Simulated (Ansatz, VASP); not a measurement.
One calculation of SiO2, two programs

```
CELL_PARAMETERS angstrom
1.34321 0.77550 4.54476
-1.34321 0.77550 4.54476
0.00000 -1.55100 4.54476
ATOMIC_POSITIONS crystal
Si 0.50000 0.50000 0.50000
O 0.76626 0.76626 0.76626
O 0.23374 0.23374 0.23374
```

Alike in both runs: functional PBE; dispersion D3(BJ); k mesh 6 × 6 × 6; occupations gaussian, width 0.1 eV; no spin polarisation.

Ansatz relaxed the structure, and its values are those at the end. VASP's run is a single point on that final structure, the one shown.

|  | VASP | Ansatz |
| --- | --- | --- |
| version | VASP 6.6.1 | Ansatz 0.2.0 |
| potentials or method | VASP PAW PBE potentials, release 64 (Si, O), cutoff 520 eV | scalar-relativistic, plane waves, PAW |
| valence electrons in the cell | 16 | 16 |

Ansatz gave:

- gap on the k mesh at the Fermi level (eV): 6.20
- least direct gap on the mesh (eV): 6.39
- pressure (GPa): 0.3
- rms of the force components (eV/Å): 0.002

Q: Which values does VASP return?

A: gap on the k mesh at the Fermi level (eV): 6.17; least direct gap on the mesh (eV): 6.38; pressure (GPa): 0.8; rms of the force components (eV/Å): 0.008.

The k mesh is coarse, so the values compare programs but aren't converged.
